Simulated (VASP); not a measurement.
# TaN: relaxation of shape and atoms at fixed volume with PBE

TaN:

```
CELL_PARAMETERS angstrom
2.92038 0.00000 0.00000
-1.46019 2.52913 0.00000
0.00000 0.00000 2.86850
ATOMIC_POSITIONS crystal
Ta 0.33333 0.66667 0.50000
N 0.00000 0.00000 0.00000
```

```json
{
 "Program": "VASP 6.6.1",
 "Task": "relaxation of shape and atoms at fixed volume",
 "Functional": "PBE",
 "Potentials or basis": "VASP PAW PBE potentials, release 64 (Ta_pv, N)",
 "Cutoff": "600 eV",
 "k mesh": "18 × 18 × 14",
 "Occupations": "gaussian, width 0.1 eV",
 "Spin": "no spin polarisation",
 "Dipole correction": "no",
 "Further INCAR settings": "ALGO = Normal; EDIFF = 1e-06; IBRION = 2; EDIFFG = -0.01; NSW = 50; ISIF = 4"
}
```

| Item | Value |
| --- | --- |
| Energy gained by relaxing | 0.1 meV/atom |
| Ionic steps | 3 |
| Pressure after relaxing | 11.6 GPa |
| Band gap on the k mesh | zero (bands 8 and 9 overlap by 0.30 eV) |

Stress tensor (GPa, compression positive):
```
11.59  0.00  0.00
 0.00 11.59  0.00
 0.00  0.00 11.69
```

The path:
| step | energy change (eV) | largest force (eV/Å) | pressure (GPa) | volume (Å³) |
| --- | --- | --- | --- | --- |
| 1 | 0.0000 | 0.0000 | 11.68 | 21.19 |
| 2 | 0.0001 | 0.0000 | 11.56 | 21.19 |
| 3 | -0.0001 | 0.0000 | 11.62 | 21.19 |

Final structure:
```yaml
crystal:
  lattice:
    - [2.91845, 0.00000, 0.00000]
    - [-1.45922, 2.52745, 0.00000]
    - [0.00000, 0.00000, 2.87230]
  atoms:
    - { symbol: Ta, position: [0.33333, 0.66667, 0.50000] }
    - { symbol: N, position: [0.00000, 0.00000, 0.00000] }
```

Levels at points of the mesh, in eV from the Fermi level:
```
           k point  band 5  band 6  band 7  band 8  band 9  band 10  band 11  band 12
(0.00, 0.00, 0.00)   -4.61   -4.61   -4.28   -2.96    2.38     3.66     3.66     4.11
(0.50, 0.00, 0.00)   -8.37   -5.29   -3.54   -3.19    3.08     4.16     5.31     5.46
(0.00, 0.00, 0.50)   -9.45   -3.78   -3.78   -0.08   -0.08     2.42     3.42     3.42
(0.50, 0.00, 0.50)   -7.41   -6.25   -5.75   -0.33    4.29     5.51     6.18     7.26
```

Run time: 63 s on 1 thread of AMD EPYC 9R45 96-Core Processor (Zen 5) (shared host), peak memory 0.2 GiB.

Caveat: spin-orbit coupling is left out, which moves the levels of the heavy elements.
